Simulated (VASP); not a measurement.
# Hf (P6_3/mmc) in VASP: a series of runs, part 2 of 2

VASP 6.6.1. Earlier steps stand in the parts before.

## 3. Single point, PBE

This run uses another cell than the first one, of 22.56 Å³/atom.

Input file INCAR:

```
SYSTEM = Hf
ALGO = Normal ; EDIFF = 1E-6
ENCUT = 520 ; GGA = PE
ISIF = 2 ; ISMEAR = -1
LASPH = .TRUE. ; LCHARG = .FALSE.
LREAL = .FALSE. ; LWAVE = .FALSE.
NBANDS = 17 ; NELM = 100
PREC = Accurate ; SIGMA = 0.1
```

Input file KPOINTS:

```
k-points
0
G
  19 19 10
  0 0 0
```

Input file POSCAR:

```
Hf
1.0
    3.2045059552      0.0000000000      0.0000000000
   -1.6022529776      2.7751835638      0.0000000000
    0.0000000000      0.0000000000      5.0738215932
Hf
2
Direct
    0.3333333333      0.6666666667      0.2500000000
    0.6666666667      0.3333333333      0.7500000000
```

Potentials or basis: VASP PAW PBE potentials, release 64 (Hf_pv).

The run is started by

```
$ cat potpaw_PBE.64/Hf_pv/POTCAR > POTCAR
$ mpirun -np 1 vasp_std > vasp.out
```

OUTCAR:

```text
SYSTEM = Hf
   EDIFF = 1E-6
   ENCUT = 520
   GGA = PE
   ISIF = 2
   ISMEAR = -1
   LASPH = .TRUE.
   LREAL = .FALSE.
   NELM = 100
   PREC = Accurate

 ion  position               nearest neighbor table
   1  0.333  0.667  0.250-   2 3.14   2 3.14   2 3.14   2 3.14   2 3.14   2 3.14
   2  0.667  0.333  0.750-   1 3.14   1 3.14   1 3.14   1 3.14   1 3.14   1 3.14

  LATTYP: Found a hexagonal cell.
 ALAT       =     3.2045059552
 C/A-ratio  =     1.5833397298

  Lattice vectors:

 A1 = (   3.2045059552,   0.0000000000,   0.0000000000)
 A2 = (  -1.6022529776,   2.7751835638,   0.0000000000)
 A3 = (   0.0000000000,   0.0000000000,   5.0738215932)

Analysis of symmetry for initial positions (statically):
=====================================================================
 Subroutine PRICEL returns:
 Original cell was already a primitive cell.

 Routine SETGRP: Setting up the symmetry group for a
 hexagonal supercell.

 Subroutine GETGRP returns: Found 24 space group operations
 (whereof 12 operations were pure point group operations)
 out of a pool of 24 trial point group operations.

The static configuration has the point symmetry D_3d.
 The point group associated with its full space group is D_6h.

Analysis of symmetry for dynamics (positions and initial velocities):
=====================================================================
 Subroutine PRICEL returns:
 Original cell was already a primitive cell.

 Routine SETGRP: Setting up the symmetry group for a
 hexagonal supercell.

 Subroutine GETGRP returns: Found 24 space group operations
 (whereof 12 operations were pure point group operations)
 out of a pool of 24 trial point group operations.

The dynamic configuration has the point symmetry D_3d.
 The point group associated with its full space group is D_6h.

 Subroutine INISYM returns: Found 24 space group operations
 (whereof 12 operations are pure point group operations),
 and found     1 'primitive' translations

[... 110 lines left out ...]
   EFERMI_NEDOS =   21; number of points for ismear=-14 and -15
   IALGO  =     38    algorithm
   IMIX   =      4    mixing-type and parameters
     AMIX     =   0.40;   BMIX     =  1.00
     AMIX_MAG =   1.60;   BMIX_MAG =  1.00
  volume/ion in A,a.u.               =      22.56       152.25
  Fermi-wavevector in a.u.,A,eV,Ry     =   1.248213  2.358781 21.198375  1.558037
  Thomas-Fermi vector in A             =   2.382310
   LORBIT       =      0    0 simple, 1 ext, 2 COOP (PROOUT), +10 PAW based schemes
   GGA     = PE    functional components
   LHFCALC =     F    Hartree Fock is set to
   AEXX    =    0.0000 exact exchange contribution
   IVDW    =     0    specifies the selected vdW correction
   LEPSILON=     F    determine dielectric tensor
   LRPA    =     F    only Hartree local field effects (RPA)
 non-spin polarized calculation
  energy-cutoff  :      520.00
  volume of cell :       45.12
 maximum number of plane-waves:      1235
 NGX is ok and might be reduce to    24
   NGX = 11   NGY = 11   NGZ = 19

 number of electron      20.0000006 magnetization

 Free energy of the ion-electron system (eV)
  ---------------------------------------------------
  ext. energy  EPLUGINS =         0.00000000
  ---------------------------------------------------
  free energy    TOTEN  =       -19.87614447 eV

  energy without entropy =      -19.81987620  energy(sigma->0) =      -19.84801033

 E-fermi :   4.8453     XC(G=0): -11.2448

 val. band max:        4.8385072126   @ k =   0.0000   0.0000   0.3000
 cond. band min:       4.8527683820   @ k =   0.1579   0.0526   0.3000
 fundamental gap:      0.0142611694
 Fermi energy:         4.8453221701

 k-point     1 :       0.0000    0.0000    0.0000
  band No.  band energies     occupation
      1     -26.2161      2.00000
      2     -25.4965      2.00000
      3     -25.4965      2.00000
      4     -25.3747      2.00000
      5     -25.3725      2.00000
      6     -25.3725      2.00000
[... 457 lines left out ...]
      4     -25.6589      2.00000
      5     -25.5359      2.00000
      6     -25.4808      2.00000
[... 9 lines left out ...]
     16      10.5104      0.00000
     17      10.9886      0.00000

 [... further k-points ...]

------------------------ aborting loop because EDIFF is reached ----------------------------------------

  FORCE on cell =-STRESS in cart. coord.  units (eV):
  Direction    XX          YY          ZZ          XY          YZ          ZX
  --------------------------------------------------------------------------------------
  -------------------------------------------------------------------------------------
  Total       -0.1301999     -0.1301999     -0.1633596      0.0000000      0.0000000      0.0000000
  in kB       -4.6230996     -4.6230996     -5.8005232      0.0000000      0.0000000      0.0000000
  external PRESSURE =      -5.0155741 kB  Pullay stress =       0.0000000 kB

 VOLUME and BASIS-vectors are now :
 -----------------------------------------------------------------------------
  energy-cutoff  :      520.00
  volume of cell :       45.12
      direct lattice vectors                 reciprocal lattice vectors
     3.204505955  0.000000000  0.000000000     0.312060584  0.180168262  0.000000000
    -1.602252978  2.775183564  0.000000000     0.000000000  0.360336524  0.000000000
     0.000000000  0.000000000  5.073821593     0.000000000  0.000000000  0.197090099

 POSITION                                       TOTAL-FORCE (eV/Angst)
 -----------------------------------------------------------------------------------
     -0.00000      1.85012      1.26846         0.000000     -0.000000      0.000000
      1.60225      0.92506      3.80537        -0.000000      0.000000      0.000000
 -----------------------------------------------------------------------------------
    total drift:                               -0.000000      0.000000     -0.000000

  FREE ENERGIE OF THE ION-ELECTRON SYSTEM (eV)
  ---------------------------------------------------
  free  energy   TOTEN  =       -19.8761444665 eV

  energy  without entropy=      -19.8198762012  energy(sigma->0) =      -19.84801033
```

Run time: 61 s. Hardware: 1 thread of Intel Xeon Platinum 8488C (Sapphire Rapids), shared host; peak memory 0.28 GiB.

What came out:

| Quantity | Value |
| --- | --- |
| Free energy | -19.8761 eV |
| Pressure | -0.5 GPa |
| Band gap on the k mesh | zero (bands 10 and 11 overlap by 1.62 eV) |

Caveat: spin-orbit coupling is left out, which moves the levels of the heavy elements.

## 4. Single point, PBE (22.56 Å³/atom)

This run uses another cell than the first one, of 22.56 Å³/atom.

Input file INCAR:

```
  PREC = Accurate
  ENCUT = 520
  EDIFF = 1E-7
  ISMEAR = -1
  SIGMA = 0.1
  LREAL = F
  LASPH = T
  NELM = 100
  ALGO = Normal
  ISIF = 2
  LWAVE = F
  LCHARG = F
  GGA = PE
  NBANDS = 17
```

Input file KPOINTS:

```
Automatic mesh
0
Gamma
  19 19 10
```

POSCAR is that of step 3.

The run is started by

```
$ cat potpaw_PBE.64/Hf_pv/POTCAR > POTCAR
$ mpirun -np 1 vasp_std > vasp.out
```

It took 67 s on 1 thread of Intel Xeon Platinum 8488C (Sapphire Rapids), shared host; peak memory 0.27 GiB.

Results (log left out):

```
Free energy            : -19.8761 eV
Pressure               : -0.5 GPa
Band gap on the k mesh : zero (bands 10 and 11 overlap by 1.62 eV)
```

Stress tensor (GPa, compression positive):
```
-0.46  0.00  0.00
 0.00 -0.46  0.00
 0.00  0.00 -0.58
```

Levels at points of the mesh, in eV from the Fermi level:
| k point | band 7 | band 8 | band 9 | band 10 | band 11 | band 12 | band 13 | band 14 |
| --- | --- | --- | --- | --- | --- | --- | --- | --- |
| (0.00, 0.00, 0.00) | -7.34 | -3.67 | 0.62 | 1.19 | 1.19 | 1.46 | 2.00 | 2.00 |
| (0.00, 0.00, 0.50) | -5.38 | -5.38 | 0.16 | 0.16 | 1.09 | 1.09 | 1.09 | 1.09 |

Caveat: spin-orbit coupling is left out, which moves the levels of the heavy elements.
